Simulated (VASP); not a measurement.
# Al2Pt (P-62m) in VASP: a series of runs

Al2Pt is run at these levels: PBE; tasks: single point.

All numbers are computed with VASP 6.6.1; they aren't measurements. Logs are shortened: lines on timing, memory, paths and dates and some standing lists are left out, and cuts for length are marked.

## (1) The cell of the first run

It takes space group P-62m (No. 189, hexagonal). Conventional cell: a = 4.999 Å, b = 4.999 Å, c = 4.249 Å, α = 90.00°, β = 90.00°, γ = 120.00°. Al (site symmetry m2m) has 4 Pt at 2.67 Å and 8 Al at 2.77 to 3.08 Å within 3.5 Å. Within 3.7 Å of Al (site symmetry -62m) lie 6 Al at 2.77 Å and 6 Pt at 2.89 Å. Pt (site symmetry -6) has 9 Al at 2.67 to 2.89 Å and 3 Pt at 2.89 Å within 3.5 Å.

The cell was built from a structure type or drawn by symmetry, and may not be a known phase.

## (2) Single point, PBE

INCAR reads:

```
PREC = Accurate ; ENCUT = 520
EDIFF = 1E-6 ; ISMEAR = 0
SIGMA = 0.1 ; LREAL = F
LASPH = T ; NELM = 60
ALGO = Fast ; ISIF = 2
LWAVE = F ; LCHARG = F
GGA = PE ; NBANDS = 25
```

KPOINTS reads:

```
regular mesh
0
Gamma
  6 6 4
```

POSCAR reads:

```
Al2Pt
1.0
    4.9985168998     -0.0000000036      0.0000000000
   -2.4992584468      4.3288426183      0.0000000000
    0.0000000000      0.0000000000      4.2491134352
Al Pt
4 2
Direct
    0.3559517371      0.0000000000      0.6382910769
    0.0000000000      0.3559517371      0.6382910769
    0.6440482629      0.6440482629      0.6382910769
    0.0000000000      0.0000000000      0.1382916958
    0.3333333333      0.6666666667      0.1382921867
    0.6666666667      0.3333333333      0.1382921867
```

Potentials or basis: VASP PAW PBE potentials, release 64 (Al, Pt).

Launch:

```sh
$ cat potpaw_PBE.64/Al/POTCAR potpaw_PBE.64/Pt/POTCAR > POTCAR
$ mpirun -np 1 vasp_std > vasp.out
```

OUTCAR:

```text
PREC = Accurate
   ENCUT = 520
   EDIFF = 1E-6
   ISMEAR = 0
   LREAL = F
   LASPH = T
   NELM = 60
   ISIF = 2
   GGA = PE

 ion  position               nearest neighbor table
   1  0.356  0.000  0.638-   5 2.67   6 2.67   5 2.67   6 2.67   4 2.77   4 2.77   2 2.79   3 2.79
                             2 2.79   3 2.79   3 3.08   2 3.08
   2  0.000  0.356  0.638-   6 2.67   5 2.67   6 2.67   5 2.67   4 2.77   4 2.77   3 2.79   1 2.79
                             3 2.79   1 2.79   1 3.08   3 3.08
   3  0.644  0.644  0.638-   5 2.67   6 2.67   5 2.67   6 2.67   4 2.77   4 2.77   2 2.79   2 2.79
                             1 2.79   1 2.79   1 3.08   2 3.08
   4  0.000  0.000  0.138-   1 2.77   3 2.77   2 2.77   1 2.77   3 2.77   2 2.77   6 2.89   5 2.89
                             6 2.89   5 2.89   6 2.89   5 2.89
   5  0.333  0.667  0.138-   1 2.67   2 2.67   3 2.67   1 2.67   2 2.67   3 2.67   6 2.89   4 2.89
                             6 2.89   4 2.89   4 2.89   6 2.89
   6  0.667  0.333  0.138-   2 2.67   1 2.67   3 2.67   2 2.67   1 2.67   3 2.67   5 2.89   4 2.89
                             5 2.89   4 2.89   4 2.89   5 2.89

  LATTYP: Found a hexagonal cell.
 ALAT       =     4.9985168998
 C/A-ratio  =     0.8500748363

  Lattice vectors:

 A1 = (   4.9985168998,  -0.0000000036,   0.0000000000)
 A2 = (  -2.4992584468,   4.3288426183,   0.0000000000)
 A3 = (   0.0000000000,   0.0000000000,   4.2491134352)

Analysis of symmetry for initial positions (statically):
=====================================================================
 Subroutine PRICEL returns:
 Original cell was already a primitive cell.

 Routine SETGRP: Setting up the symmetry group for a
 hexagonal supercell.

 Subroutine GETGRP returns: Found 12 space group operations
 (whereof  6 operations were pure point group operations)
 out of a pool of 24 trial point group operations.

The static configuration has the point symmetry C_3v.
 The point group associated with its full space group is D_3h.

Analysis of symmetry for dynamics (positions and initial velocities):
=====================================================================
 Subroutine PRICEL returns:
 Original cell was already a primitive cell.

 Routine SETGRP: Setting up the symmetry group for a
 hexagonal supercell.

 Subroutine GETGRP returns: Found 12 space group operations
 (whereof  6 operations were pure point group operations)
 out of a pool of 24 trial point group operations.

The dynamic configuration has the point symmetry C_3v.
 The point group associated with its full space group is D_3h.

 Subroutine INISYM returns: Found 12 space group operations
 (whereof  6 operations are pure point group operations),
 and found     1 'primitive' translations

----------------------------------------------------------------------------------------

                                     Primitive cell

  volume of cell :      91.9414

  direct lattice vectors                    reciprocal lattice vectors
     4.998516900 -0.000000004  0.000000000     0.200059342  0.115504315  0.000000000
    -2.499258447  4.328842618  0.000000000     0.000000000  0.231008629  0.000000000
     0.000000000  0.000000000  4.249113435     0.000000000  0.000000000  0.235343211

  length of vectors
     4.998516900  4.998516900  4.249113435     0.231008629  0.231008629  0.235343211

  position of ions in fractional coordinates (direct lattice)
     0.355951737  1.000000000  0.638291077
     0.000000000  0.355951737  0.638291077
     0.644048263  0.644048263  0.638291077
     0.000000000  0.000000000  0.138291696
     0.333333333  0.666666667  0.138292187
     0.666666667  0.333333333  0.138292187

  ion indices of the primitive-cell ions
   primitive index   ion index
                 1           1
                 2           2
                 3           3
                 4           4
                 5           5
                 6           6

----------------------------------------------------------------------------------------

 KPOINTS: regular mesh

Automatic generation of k-mesh.
 Grid dimensions read from file:
 generate k-points for:    6    6    4

 Generating k-lattice:

  Cartesian coordinates                     Fractional coordinates (reciprocal lattice)
     0.033343224  0.019250719  0.000000000     0.166666667  0.000000000  0.000000000
     0.000000000  0.038501438  0.000000000     0.000000000  0.166666667  0.000000000
     0.000000000  0.000000000  0.058835803     0.000000000  0.000000000  0.250000000

  Length of vectors
     0.038501438  0.038501438  0.058835803

  Shift w.r.t. Gamma in fractional coordinates (k-lattice)
     0.000000000  0.000000000  0.000000000

 Subroutine IBZKPT returns following result:
 ===========================================

 Found     21 irreducible k-points:

 Following reciprocal coordinates:
            Coordinates               Weight
  0.000000  0.000000  0.000000      1.000000
  0.166667  0.000000  0.000000      6.000000
  0.333333  0.000000  0.000000      6.000000
  0.500000  0.000000  0.000000      3.000000
  0.166667  0.166667  0.000000      6.000000
  0.333333  0.166667  0.000000     12.000000
[... 13 lines left out ...]
  0.333333  0.166667  0.500000     12.000000
  0.333333  0.333333  0.500000      2.000000
   k-points           NKPTS =     21   k-points in BZ     NKDIM =     21   number of bands    NBANDS=     25
   number of dos      NEDOS =    301   number of ions     NIONS =      6
   total plane-waves  NPLWV =  51200
   dimension x,y,z NGX =    40 NGY =   40 NGZ =   32
   dimension x,y,z NGXF=    80 NGYF=   80 NGZF=   64
   ions per type =               4   2
   NGX,Y,Z   is equivalent  to a cutoff of  13.30, 13.30, 12.52 a.u.
   NGXF,Y,Z  is equivalent  to a cutoff of  26.61, 26.61, 25.04 a.u.
 SYSTEM =  unknown system
   PREC   = accura    normal or accurate (medium, high low for compatibility)
   ISTART =      0    job   : 0-new  1-cont  2-samecut
   ICHARG =      2    charge: 1-file 2-atom 10-const
   ISPIN  =      1    spin polarized calculation?
   LNONCOLLINEAR =      F non collinear calculations
   LSORBIT =      F    spin-orbit coupling
   LASPH  =      T    aspherical Exc in radial PAW
   ENCUT  =  520.0 eV  38.22 Ry    6.18 a.u.   9.29  9.29  7.90*2*pi/ulx,y,z
   NELM   =     60;   NELMIN=  2; NELMDL= -5     # of ELM steps
   EDIFF  = 0.1E-05   stopping-criterion for ELM
   LREAL  =      F    real-space projection
   EDIFFG = 0.1E-04   stopping-criterion for IOM
   NSW    =      0    number of steps for IOM
   IBRION =     -1    ionic relax: 0-MD 1-quasi-New 2-CG
   NFREE  =      0    steps in history (QN), initial steepest desc. (CG)
   ISIF   =      2    stress and relaxation
   ISYM   =      2    0-nonsym 1-usesym 2-fastsym
   POTIM  = 0.5000    time-step for ionic-motion
   TEBEG  =    0.0;   TEEND  =   0.0 temperature during run
   PSTRESS=    0.0 pullay stress
   NELECT =      32.0000    total number of electrons
   NUPDOWN=      -1.0000    fix difference up-down
   EMIN   =  10.00;   EMAX   =-10.00  energy-range for DOS
   EFERMI =   0.00;   METHOD = LEGACY
   ISMEAR =     0;   SIGMA  =   0.10  broadening in eV -4-tet -1-fermi 0-gaus
   EFERMI_NEDOS =   21; number of points for ismear=-14 and -15
   IALGO  =     68    algorithm
   IMIX   =      4    mixing-type and parameters
     AMIX     =   0.40;   BMIX     =  1.00
     AMIX_MAG =   1.60;   BMIX_MAG =  1.00
  volume/ion in A,a.u.               =      15.32       103.41
  Fermi-wavevector in a.u.,A,eV,Ry     =   1.151563  2.176139 18.042652  1.326098
  Thomas-Fermi vector in A             =   2.288220
   LORBIT       =      0    0 simple, 1 ext, 2 COOP (PROOUT), +10 PAW based schemes
   GGA     = PE    functional components
   LHFCALC =     F    Hartree Fock is set to
   AEXX    =    0.0000 exact exchange contribution
   IVDW    =     0    specifies the selected vdW correction
   LEPSILON=     F    determine dielectric tensor
   LRPA    =     F    only Hartree local field effects (RPA)
 non-spin polarized calculation
 RMM-DIIS sequential band-by-band and
 Gauss-broadening in eV      SIGMA  =   0.10
  energy-cutoff  :      520.00
  volume of cell :       91.94
 maximum number of plane-waves:      2500
 NGX is ok and might be reduce to    40
   NGX = 19   NGY = 19   NGZ = 15

 number of electron      32.0000000 magnetization

 Free energy of the ion-electron system (eV)
  ---------------------------------------------------
  ext. energy  EPLUGINS =         0.00000000
  ---------------------------------------------------
  free energy    TOTEN  =       -30.46660546 eV

  energy without entropy =      -30.45332934  energy(sigma->0) =      -30.45996740

 E-fermi :  10.1552     XC(G=0): -11.4212

 val. band max:       10.1512263370   @ k =   0.1667   0.1667   0.0000
 cond. band min:      10.1893777553   @ k =   0.5000   0.0000   0.0000
 fundamental gap:      0.0381514184
 Fermi energy:        10.1551891156

 k-point     1 :       0.0000    0.0000    0.0000
  band No.  band energies     occupation
      1      -1.6482      2.00000
      2       3.3283      2.00000
      3       4.0160      2.00000
      4       4.2931      2.00000
      5       4.2931      2.00000
      6       4.9807      2.00000
[... 17 lines left out ...]
     24      15.7553      0.00000
     25      15.7565      0.00000

 k-point     2 :       0.1667    0.0000    0.0000
  band No.  band energies     occupation
      1      -1.4110      2.00000
      2       3.1059      2.00000
      3       3.5044      2.00000
      4       3.9813      2.00000
      5       4.3871      2.00000
      6       4.8855      2.00000
[... 17 lines left out ...]
     24      15.3166      0.00000
     25      16.3529      0.00000

 k-point     3 :       0.3333    0.0000    0.0000
  band No.  band energies     occupation
      1      -0.7174      2.00000
      2       1.7846      2.00000
      3       3.0093      2.00000
      4       4.1846      2.00000
      5       4.5539      2.00000
      6       4.7034      2.00000
[... 17 lines left out ...]
     24      15.4519      0.00000
     25      15.8116      0.00000

 k-point     4 :       0.5000    0.0000    0.0000
  band No.  band energies     occupation
      1       0.2747      2.00000
      2       0.5015      2.00000
      3       2.8069      2.00000
      4       4.5126      2.00000
      5       4.5986      2.00000
      6       4.6041      2.00000
[... 17 lines left out ...]
     24      14.8074      0.00000
     25      15.5072      0.00000

 k-point     5 :       0.1667    0.1667    0.0000
  band No.  band energies     occupation
      1      -0.9455      2.00000
      2       2.5000      2.00000
      3       2.6660      2.00000
      4       4.0717      2.00000
      5       4.6350      2.00000
      6       4.6532      2.00000
[... 17 lines left out ...]
     24      15.7647      0.00000
     25      15.9354      0.00000

 k-point     6 :       0.3333    0.1667    0.0000
  band No.  band energies     occupation
      1      -0.0543      2.00000
      2       1.1998      2.00000
      3       2.1943      2.00000
      4       4.4190      2.00000
      5       4.4735      2.00000
      6       4.8499      2.00000
[... 17 lines left out ...]
     24      15.2175      0.00000
     25      16.2866      0.00000
[... 309 lines left out ...]
 k-point    18 :       0.5000    0.0000    0.5000
  band No.  band energies     occupation
      1       1.7303      2.00000
      2       2.1918      2.00000
      3       2.6786      2.00000
      4       2.8179      2.00000
      5       3.4169      2.00000
      6       4.2706      2.00000
[... 17 lines left out ...]
     24      16.4465      0.00000
     25      16.9152      0.00000

 k-point    19 :       0.1667    0.1667    0.5000
  band No.  band energies     occupation
      1       1.0078      2.00000
      2       1.4028      2.00000
      3       3.3464      2.00000
      4       3.3933      2.00000
      5       3.8680      2.00000
      6       4.8349      2.00000
[... 17 lines left out ...]
     24      16.5563      0.00000
     25      16.6349      0.00000

 k-point    20 :       0.3333    0.1667    0.5000
  band No.  band energies     occupation
      1       1.5987      2.00000
      2       2.3184      2.00000
      3       2.5474      2.00000
      4       3.1370      2.00000
      5       3.2858      2.00000
      6       4.3066      2.00000
[... 17 lines left out ...]
     24      16.6062      0.00000
     25      16.9236      0.00000

 k-point    21 :       0.3333    0.3333    0.5000
  band No.  band energies     occupation
      1       2.0219      2.00000
      2       2.5383      2.00000
      3       2.5383      2.00000
      4       2.7575      2.00000
      5       3.5620      2.00000
      6       3.5620      2.00000
[... 17 lines left out ...]
     24      17.0419      0.00000
     25      18.2553      0.00000

------------------------ aborting loop because EDIFF is reached ----------------------------------------

  FORCE on cell =-STRESS in cart. coord.  units (eV):
  Direction    XX          YY          ZZ          XY          YZ          ZX
  --------------------------------------------------------------------------------------
  -------------------------------------------------------------------------------------
  Total       -0.0632797     -0.0632797     -0.1346320      0.0000000      0.0000000      0.0000000
  in kB       -1.1027160     -1.1027160     -2.3461049      0.0000000      0.0000000      0.0000000
  external PRESSURE =      -1.5171790 kB  Pullay stress =       0.0000000 kB

 VOLUME and BASIS-vectors are now :
 -----------------------------------------------------------------------------
  energy-cutoff  :      520.00
  volume of cell :       91.94
      direct lattice vectors                 reciprocal lattice vectors
     4.998516900 -0.000000004  0.000000000     0.200059342  0.115504315  0.000000000
    -2.499258447  4.328842618  0.000000000     0.000000000  0.231008629  0.000000000
     0.000000000  0.000000000  4.249113435     0.000000000  0.000000000  0.235343211

 POSITION                                       TOTAL-FORCE (eV/Angst)
 -----------------------------------------------------------------------------------
      1.77923     -0.00000      2.71217         0.011099     -0.000000      0.000000
     -0.88962      1.54086      2.71217        -0.005549      0.009612      0.000000
      1.60964      2.78798      2.71217        -0.005549     -0.009612      0.000000
      0.00000      0.00000      0.58762         0.000000     -0.000000      0.000000
      0.00000      2.88590      0.58762         0.000000      0.000000     -0.000000
      2.49926      1.44295      0.58762         0.000000     -0.000000     -0.000000
 -----------------------------------------------------------------------------------
    total drift:                               -0.000000     -0.000000     -0.001557

  FREE ENERGIE OF THE ION-ELECTRON SYSTEM (eV)
  ---------------------------------------------------
  free  energy   TOTEN  =       -30.4666054597 eV

  energy  without entropy=      -30.4533293428  energy(sigma->0) =      -30.45996740
```

It took 24 s on 1 thread of Intel Xeon 6975P-C (Granite Rapids), shared host; peak memory 0.23 GiB.

What came out:

* Free energy: -30.4666 eV
* Pressure: -0.2 GPa
* Largest force: 0.011 eV/Å
* Band gap on the k mesh: zero (bands 16 and 17 overlap by 1.05 eV)

Forces on the atoms (eV/Å):
```
Al   0.011  0.000  0.000
Al  -0.006  0.010  0.000
Al  -0.006 -0.010  0.000
Al   0.000  0.000  0.000
Pt   0.000  0.000  0.000
Pt   0.000  0.000  0.000
```

Stress tensor (GPa, compression positive):
```
-0.11  0.00  0.00
 0.00 -0.11  0.00
 0.00  0.00 -0.23
```

Caveat: the k points lie up to 0.37 Å⁻¹ apart, too coarse for converged energies and pressures of a metal; spin-orbit coupling is left out, which moves the levels of the heavy elements.

[end of part 1 of 2]
